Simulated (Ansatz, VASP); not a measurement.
## One calculation of TaN, two programs

```
Ta N
1.0
     2.93800    0.00000    0.00000
    -1.46900    2.54438    0.00000
     0.00000    0.00000    2.88300
Ta N
1 1
Direct
  0.33333 0.66667 0.50000
  0.00000 0.00000 0.06504
```

Change from the starting cell: all N atoms moved +0.188 Å, as atom 2 along Cartesian [0 0 1].

Alike in both runs: task single point; functional LDA; k mesh 18 × 18 × 16; occupations gaussian, width 0.15 eV; no spin polarisation.

|  | VASP | Ansatz |
| --- | --- | --- |
| version | VASP 6.6.1 | Ansatz 0.2.0 |
| potentials or method | VASP PAW LDA potentials, release 64 (Ta_pv, N), cutoff 520 eV | scalar-relativistic, plane waves, PAW |
| valence electrons in the cell | 16 | 18 |

Ansatz gave:

- gap on the k mesh at the Fermi level (eV): none
- pressure (GPa): -4.2
- traceless stress, the component that is largest in VASP (GPa): 0.27
- rms of the force components (eV/Å): 1.545

What did VASP give for the same quantities?

gap on the k mesh at the Fermi level (eV): none; pressure (GPa): -2.4; traceless stress, the component that is largest in VASP (GPa): 0.34; rms of the force components (eV/Å): 1.571.

LDA's correlation is that of Perdew and Zunger in VASP and of Perdew and Wang (1992) in Ansatz. Atom by atom the forces differ by 0.026 eV/Å (rms over components). A gap of «none» marks a metal or a gap that the smearing closes. VASP's potentials hold 16 valence electrons a cell and Ansatz's 18, so a difference there can come from the potentials and not from the codes.

Neither program's run includes spin-orbit coupling.
